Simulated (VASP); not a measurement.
Wanted: the native input for a VASP 6.6.1 run.

| Property | Result |
| --- | --- |
| Task | single point |
| Functional | PBE |
| Potentials or basis | VASP PAW PBE potentials, release 64 (Hf_pv) |
| Cutoff | 500 eV |
| k mesh | 17 × 17 × 17 |
| Occupations | fermi-dirac, width 0.05 eV |
| Spin | no spin polarisation |
| Dipole correction | no |
| Further INCAR settings | ALGO = Normal; EDIFF = 1e-06; NBANDS = 11 |

The structure of Hf lies in POSCAR:

```
Hf
1.0
   -1.7733770032      1.7733770032      1.7733770032
    1.7733770032     -1.7733770032      1.7733770032
    1.7733770032      1.7733770032     -1.7733770032
Hf
1
Direct
    0.0000000000      0.0000000000      0.0000000000
```

This isn't the form of Hf at room conditions, which is hcp.

The input as run:

INCAR

```
PREC = Accurate
ENCUT = 500
EDIFF = 1E-6
ISMEAR = -1
SIGMA = 0.05
LREAL = F
LASPH = T
NELM = 120
ALGO = Normal
ISIF = 2
LWAVE = F
LCHARG = T
GGA = PE
LELF = T
LVHAR = T
NBANDS = 11
GGA_COMPAT = F
```

KPOINTS

```
Automatic mesh
0
Gamma
  17 17 17
```

Potentials or basis: VASP PAW PBE potentials, release 64 (Hf_pv).

The run is started by

```bash
$ cat potpaw_PBE.64/Hf_pv/POTCAR > POTCAR
$ mpirun -np 1 vasp_std > vasp.out
```

Results of the run:

| Property | Result |
| --- | --- |
| Pressure | -0.3 GPa |
| Band gap on the k mesh | zero (bands 5 and 6 overlap by 2.24 eV) |

Caveat: spin-orbit coupling is left out, which moves the levels of the heavy elements.

It took 14 s on 1 thread of Intel(R) Xeon(R) 6975P-C (Granite Rapids), with other jobs on the host, peak memory 0.16 GiB.
